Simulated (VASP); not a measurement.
# GaAs (F-43m) in VASP: further runs

Runs on GaAs. Level: PBEsol. Tasks: single point, relaxation of cell and atoms.

All numbers are computed with VASP 6.6.1; they aren't measurements. Logs are shortened: lines on timing, memory, paths and dates and some standing lists are left out, and cuts for length are marked.

## Step 1: The cell of the first run

The structure is cubic, space group F-43m (No. 216). Conventional cell: a = 5.658 Å, b = 5.658 Å, c = 5.658 Å, α = 90.00°, β = 90.00°, γ = 90.00°. Within 3.2 Å of Ga (site symmetry -43m) lie 4 As at 2.45 Å. Within 3.2 Å of As (site symmetry -43m) lie 4 Ga at 2.45 Å.

## Step 2: Single point, PBEsol

INCAR reads:

```
SYSTEM = GaAs
ALGO = Normal
EDIFF = 1E-6
ENCUT = 520
GGA = PS
ISIF = 2
ISMEAR = 0
LASPH = .True.
LCHARG = .False.
LREAL = .False.
LWAVE = .False.
NBANDS = 16
NELM = 60
PREC = Accurate
SIGMA = 0.02
```

KPOINTS reads:

```
k-points
0
Gamma
  12 12 12
  0 0 0
```

POSCAR reads:

```
GaAs
1.0
    0.0000000000      2.8291478443      2.8291478443
    2.8291478443      0.0000000000      2.8291478443
    2.8291478443      2.8291478443      0.0000000000
Ga As
1 1
Direct
    0.0000000000      0.0000000000      0.0000000000
    0.2500000000      0.2500000000      0.2500000000
```

Potentials or basis: VASP PAW PBE potentials, release 64 (Ga_d, As).

The run is started by

```sh
cat potpaw_PBE.64/Ga_d/POTCAR potpaw_PBE.64/As/POTCAR > POTCAR
mpirun -np 1 vasp_std > vasp.out
```

OUTCAR:

```text
SYSTEM = GaAs
   EDIFF = 1E-6
   ENCUT = 520
   GGA = PS
   ISIF = 2
   ISMEAR = 0
   LASPH = .True.
   LREAL = .False.
   NELM = 60
   PREC = Accurate

 ion  position               nearest neighbor table
   1  0.000  0.000  0.000-   2 2.45   2 2.45   2 2.45   2 2.45
   2  0.250  0.250  0.250-   1 2.45   1 2.45   1 2.45   1 2.45

  LATTYP: Found a face centered cubic cell.
 ALAT       =     5.6582956886

  Lattice vectors:

 A1 = (   0.0000000000,   2.8291478443,   2.8291478443)
 A2 = (   2.8291478443,   0.0000000000,   2.8291478443)
 A3 = (   2.8291478443,   2.8291478443,   0.0000000000)

Analysis of symmetry for initial positions (statically):
=====================================================================
 Subroutine PRICEL returns:
 Original cell was already a primitive cell.

 Routine SETGRP: Setting up the symmetry group for a
 face centered cubic supercell.

 Subroutine GETGRP returns: Found 24 space group operations
 (whereof 24 operations were pure point group operations)
 out of a pool of 48 trial point group operations.

The static configuration has the point symmetry T_d .

Analysis of symmetry for dynamics (positions and initial velocities):
=====================================================================
 Subroutine PRICEL returns:
 Original cell was already a primitive cell.

 Routine SETGRP: Setting up the symmetry group for a
 face centered cubic supercell.

 Subroutine GETGRP returns: Found 24 space group operations
 (whereof 24 operations were pure point group operations)
 out of a pool of 48 trial point group operations.

The dynamic configuration has the point symmetry T_d .

 Subroutine INISYM returns: Found 24 space group operations
 (whereof 24 operations are pure point group operations),
 and found     1 'primitive' translations

----------------------------------------------------------------------------------------

                                     Primitive cell

  volume of cell :      45.2894

  direct lattice vectors                    reciprocal lattice vectors
     0.000000000  2.829147844  2.829147844    -0.176731662  0.176731662  0.176731662
     2.829147844  0.000000000  2.829147844     0.176731662 -0.176731662  0.176731662
     2.829147844  2.829147844  0.000000000     0.176731662  0.176731662 -0.176731662

  length of vectors
     4.001019251  4.001019251  4.001019251     0.306108218  0.306108218  0.306108218

  position of ions in fractional coordinates (direct lattice)
     0.000000000  0.000000000  0.000000000
     0.250000000  0.250000000  0.250000000

  ion indices of the primitive-cell ions
   primitive index   ion index
                 1           1
                 2           2

----------------------------------------------------------------------------------------

 KPOINTS: k-points

Automatic generation of k-mesh.
 Grid dimensions read from file:
 generate k-points for:   12   12   12

 Generating k-lattice:

  Cartesian coordinates                     Fractional coordinates (reciprocal lattice)
    -0.014727638  0.014727638  0.014727638     0.083333333  0.000000000  0.000000000
     0.014727638 -0.014727638  0.014727638     0.000000000  0.083333333  0.000000000
     0.014727638  0.014727638 -0.014727638     0.000000000  0.000000000  0.083333333

  Length of vectors
     0.025509018  0.025509018  0.025509018

  Shift w.r.t. Gamma in fractional coordinates (k-lattice)
     0.000000000  0.000000000  0.000000000

 Subroutine IBZKPT returns following result:
 ===========================================

 Found     72 irreducible k-points:

 Following reciprocal coordinates:
            Coordinates               Weight
  0.000000  0.000000  0.000000      1.000000
  0.083333  0.000000  0.000000      8.000000
  0.166667  0.000000  0.000000      8.000000
  0.250000  0.000000  0.000000      8.000000
  0.333333  0.000000  0.000000      8.000000
  0.416667  0.000000  0.000000      8.000000
[... 16 lines left out ...]
  0.500000  0.166667  0.000000     24.000000
 -0.416667  0.166667  0.000000     24.000000
 [... further k-points ...]
   k-points           NKPTS =     72   k-points in BZ     NKDIM =     72   number of bands    NBANDS=     16
   number of dos      NEDOS =    301   number of ions     NIONS =      2
   total plane-waves  NPLWV =  27000
   dimension x,y,z NGX =    30 NGY =   30 NGZ =   30
   dimension x,y,z NGXF=    60 NGYF=   60 NGZF=   60
   ions per type =               1   1
   NGX,Y,Z   is equivalent  to a cutoff of  12.47, 12.47, 12.47 a.u.
   NGXF,Y,Z  is equivalent  to a cutoff of  24.93, 24.93, 24.93 a.u.
 SYSTEM =  GaAs
   PREC   = accura    normal or accurate (medium, high low for compatibility)
   ISTART =      0    job   : 0-new  1-cont  2-samecut
   ICHARG =      2    charge: 1-file 2-atom 10-const
   ISPIN  =      1    spin polarized calculation?
   LNONCOLLINEAR =      F non collinear calculations
   LSORBIT =      F    spin-orbit coupling
   LASPH  =      T    aspherical Exc in radial PAW
   ENCUT  =  520.0 eV  38.22 Ry    6.18 a.u.   7.44  7.44  7.44*2*pi/ulx,y,z
   NELM   =     60;   NELMIN=  2; NELMDL= -5     # of ELM steps
   EDIFF  = 0.1E-05   stopping-criterion for ELM
   LREAL  =      F    real-space projection
   EDIFFG = 0.1E-04   stopping-criterion for IOM
   NSW    =      0    number of steps for IOM
   IBRION =     -1    ionic relax: 0-MD 1-quasi-New 2-CG
   NFREE  =      0    steps in history (QN), initial steepest desc. (CG)
   ISIF   =      2    stress and relaxation
   ISYM   =      2    0-nonsym 1-usesym 2-fastsym
   POTIM  = 0.5000    time-step for ionic-motion
   TEBEG  =    0.0;   TEEND  =   0.0 temperature during run
   PSTRESS=    0.0 pullay stress
   NELECT =      18.0000    total number of electrons
   NUPDOWN=      -1.0000    fix difference up-down
   EMIN   =  10.00;   EMAX   =-10.00  energy-range for DOS
   EFERMI =   0.00;   METHOD = LEGACY
   ISMEAR =     0;   SIGMA  =   0.02  broadening in eV -4-tet -1-fermi 0-gaus
   EFERMI_NEDOS =   21; number of points for ismear=-14 and -15
   IALGO  =     38    algorithm
   IMIX   =      4    mixing-type and parameters
     AMIX     =   0.40;   BMIX     =  1.00
     AMIX_MAG =   1.60;   BMIX_MAG =  1.00
  volume/ion in A,a.u.               =      22.64       152.81
  Fermi-wavevector in a.u.,A,eV,Ry     =   1.203649  2.274568 19.711740  1.448772
  Thomas-Fermi vector in A             =   2.339397
   LORBIT       =      0    0 simple, 1 ext, 2 COOP (PROOUT), +10 PAW based schemes
   GGA     = PS    functional components
   LHFCALC =     F    Hartree Fock is set to
   AEXX    =    0.0000 exact exchange contribution
   IVDW    =     0    specifies the selected vdW correction
   LEPSILON=     F    determine dielectric tensor
   LRPA    =     F    only Hartree local field effects (RPA)
 non-spin polarized calculation
 Gauss-broadening in eV      SIGMA  =   0.02
  energy-cutoff  :      520.00
  volume of cell :       45.29
 maximum number of plane-waves:      1243
 NGX is ok and might be reduce to    30
   NGX = 15   NGY = 15   NGZ = 15

 number of electron      17.9999993 magnetization

 Free energy of the ion-electron system (eV)
  ---------------------------------------------------
  ext. energy  EPLUGINS =         0.00000000
  ---------------------------------------------------
  free energy    TOTEN  =        -9.09250458 eV

  energy without entropy =       -9.09250458  energy(sigma->0) =       -9.09250458

 E-fermi :   3.9407     XC(G=0):  -9.7624

 val. band max:        3.7804717040   @ k =   0.0000   0.0000   0.0000
 cond. band min:       4.2185627459   @ k =   0.0000   0.0000   0.0000
 fundamental gap:      0.4380910419
 Fermi energy:         3.9406516037

 k-point     1 :       0.0000    0.0000    0.0000
  band No.  band energies     occupation
      1     -10.9882      2.00000
      2     -10.9882      2.00000
      3     -10.9882      2.00000
      4     -10.9087      2.00000
      5     -10.9087      2.00000
      6      -8.9542      2.00000
[... 8 lines left out ...]
     15      13.8842      0.00000
     16      13.8842      0.00000

 k-point     2 :       0.0833    0.0000    0.0000
  band No.  band energies     occupation
      1     -10.9946      2.00000
      2     -10.9865      2.00000
      3     -10.9865      2.00000
      4     -10.9088      2.00000
      5     -10.9088      2.00000
      6      -8.8721      2.00000
[... 8 lines left out ...]
     15      13.3212      0.00000
     16      13.3212      0.00000

 k-point     3 :       0.1667    0.0000    0.0000
  band No.  band energies     occupation
      1     -11.0111      2.00000
      2     -10.9822      2.00000
      3     -10.9822      2.00000
      4     -10.9088      2.00000
      5     -10.9088      2.00000
      6      -8.6331      2.00000
[... 8 lines left out ...]
     15      12.7633      0.00000
     16      12.7633      0.00000

 k-point     4 :       0.2500    0.0000    0.0000
  band No.  band energies     occupation
      1     -11.0319      2.00000
      2     -10.9769      2.00000
      3     -10.9769      2.00000
      4     -10.9084      2.00000
      5     -10.9084      2.00000
      6      -8.2601      2.00000
[... 8 lines left out ...]
     15      12.7444      0.00000
     16      12.7444      0.00000
[... 324 lines left out ...]
 k-point    22 :       0.4167    0.1667    0.0000
  band No.  band energies     occupation
      1     -11.0665      2.00000
      2     -10.9655      2.00000
      3     -10.9618      2.00000
      4     -10.9154      2.00000
      5     -10.9025      2.00000
      6      -7.4087      2.00000
[... 8 lines left out ...]
     15      14.6166      0.00000
     16      15.5162      0.00000

 k-point    23 :       0.5000    0.1667    0.0000
  band No.  band energies     occupation
      1     -11.0733      2.00000
      2     -10.9647      2.00000
      3     -10.9606      2.00000
      4     -10.9125      2.00000
      5     -10.9034      2.00000
      6      -7.0529      2.00000
[... 8 lines left out ...]
     15      15.2103      0.00000
     16      15.6090      0.00000

 k-point    24 :      -0.4167    0.1667    0.0000
  band No.  band energies     occupation
      1     -11.0733      2.00000
      2     -10.9649      2.00000
      3     -10.9614      2.00000
      4     -10.9095      2.00000
      5     -10.9059      2.00000
      6      -6.9951      2.00000
[... 8 lines left out ...]
     15      14.0908      0.00000
     16      14.7604      0.00000

 [... further k-points ...]
[... 5 lines left out ...]
  --------------------------------------------------------------------------------------
  -------------------------------------------------------------------------------------
  Total        0.0553948      0.0553948      0.0553948      0.0000000      0.0000000      0.0000000
  in kB        1.9596695      1.9596695      1.9596695      0.0000000      0.0000000      0.0000000
  external PRESSURE =       1.9596695 kB  Pullay stress =       0.0000000 kB

 VOLUME and BASIS-vectors are now :
 -----------------------------------------------------------------------------
  energy-cutoff  :      520.00
  volume of cell :       45.29
      direct lattice vectors                 reciprocal lattice vectors
     0.000000000  2.829147844  2.829147844    -0.176731662  0.176731662  0.176731662
     2.829147844  0.000000000  2.829147844     0.176731662 -0.176731662  0.176731662
     2.829147844  2.829147844  0.000000000     0.176731662  0.176731662 -0.176731662

 POSITION                                       TOTAL-FORCE (eV/Angst)
 -----------------------------------------------------------------------------------
      0.00000      0.00000      0.00000        -0.000000     -0.000000     -0.000000
      1.41457      1.41457      1.41457         0.000000      0.000000      0.000000
 -----------------------------------------------------------------------------------
    total drift:                                0.000000      0.000000      0.000000

  FREE ENERGIE OF THE ION-ELECTRON SYSTEM (eV)
  ---------------------------------------------------
  free  energy   TOTEN  =        -9.0925045775 eV

  energy  without entropy=       -9.0925045775  energy(sigma->0) =       -9.09250458
```

Wall time 23 s (1 thread of AMD EPYC 9R45 (Zen 5), shared host); peak memory 0.17 GiB.

Results:

```yaml
Free_energy: -9.0925 eV
Pressure: 0.2 GPa
Band_gap_on_the_k_mesh: 0.44 eV, direct
```

Levels at points of the mesh, in eV from the valence-band top:
| k point | band 7 | band 8 | band 9 | band 10 | band 11 | band 12 |
| --- | --- | --- | --- | --- | --- | --- |
| (0.00, 0.00, 0.00) | 0.00 | 0.00 | 0.00 | 0.44 | 3.69 | 3.69 |
| (0.50, 0.00, 0.00) | -6.67 | -1.14 | -1.14 | 0.92 | 4.58 | 4.58 |
| (0.50, 0.50, 0.00) | -6.84 | -2.69 | -2.69 | 1.36 | 1.57 | 10.11 |

Caveat: the PAW data sets were made with another functional, which shifts forces and pressure a little.

## Step 3: Relaxation of cell and atoms, PBEsol

This run uses another cell than the first one, of 23.71 Å³/atom, 1.047 times its volume.

INCAR reads:

```
PREC = Accurate
ENCUT = 600
EDIFF = 1E-6
ISMEAR = 0
SIGMA = 0.02
LREAL = False
LASPH = True
NELM = 80
ALGO = Normal
ISIF = 3
LWAVE = False
LCHARG = False
GGA = PS
IBRION = 2
NSW = 70
EDIFFG = -0.005
```

KPOINTS reads:

```
Automatic mesh
0
Gamma
  12 12 12
```

POSCAR reads:

```
GaAs
1.0
    0.0000000000      2.8726922825      2.8726922825
    2.8726922825      0.0000000000      2.8726922825
    2.8726922825      2.8726922825      0.0000000000
Ga As
1 1
Direct
    0.0000000000      0.0000000000      0.0000000000
    0.2500000000      0.2500000000      0.2500000000
```

Potentials or basis: VASP PAW PBE potentials, release 64 (Ga_d, As).

The run is started by

```sh
cat potpaw_PBE.64/Ga_d/POTCAR potpaw_PBE.64/As/POTCAR > POTCAR
mpirun -np 1 vasp_std > vasp.out
```

Wall time 45 s (1 thread of AMD EPYC 9R45 (Zen 5), shared host); peak memory 0.2 GiB.

The run converged. Its results:

```yaml
Free_energy: -9.0928 eV
Relaxed_volume: 22.70 Å³/atom
Relaxed_cell: a = 4.004 Å, b = 4.004 Å, c = 4.004 Å, α = 60.00°, β = 60.00°, γ = 60.00°
Space_group_after_relaxing_to_0.05_Å: F-43m (No. 216)
Energy_gained_by_relaxing: 8.8 meV/atom
Ionic_steps: 3
Pressure_after_relaxing: 0.0 GPa
Band_gap_on_the_k_mesh: 0.42 eV, direct
```

The path:
| step | energy change (eV) | largest force (eV/Å) | pressure (GPa) | volume (Å³) |
| --- | --- | --- | --- | --- |
| 1 | 0.0000 | 0.0000 | -2.72 | 47.41 |
| 2 | -0.0153 | 0.0000 | 1.09 | 44.70 |
| 3 | -0.0177 | 0.0000 | 0.03 | 45.40 |

Final structure:
```yaml
crystal:
  lattice:
    - [0.00000, 2.83150, 2.83150]
    - [2.83150, 0.00000, 2.83150]
    - [2.83150, 2.83150, 0.00000]
  atoms:
    - { symbol: Ga, position: [0.00000, 0.00000, 0.00000] }
    - { symbol: As, position: [0.25000, 0.25000, 0.25000] }
```

Levels at points of the mesh, in eV from the valence-band top:
```csv
k point,band 6,band 7,band 8,band 9,band 10,band 11,band 12,band 13
"(0.00, 0.00, 0.00)",-12.72,0.00,0.00,0.00,0.42,3.69,3.69,3.69
"(0.50, 0.00, 0.00)",-10.95,-6.65,-1.14,-1.14,0.92,4.58,4.58,7.58
"(0.50, 0.50, 0.00)",-10.22,-6.83,-2.68,-2.68,1.36,1.58,10.09,10.09
```

Caveat: the PAW data sets were made with another functional, which shifts forces and pressure a little. A hybrid or GW would open this gap; PBEsol tends to underestimate it.
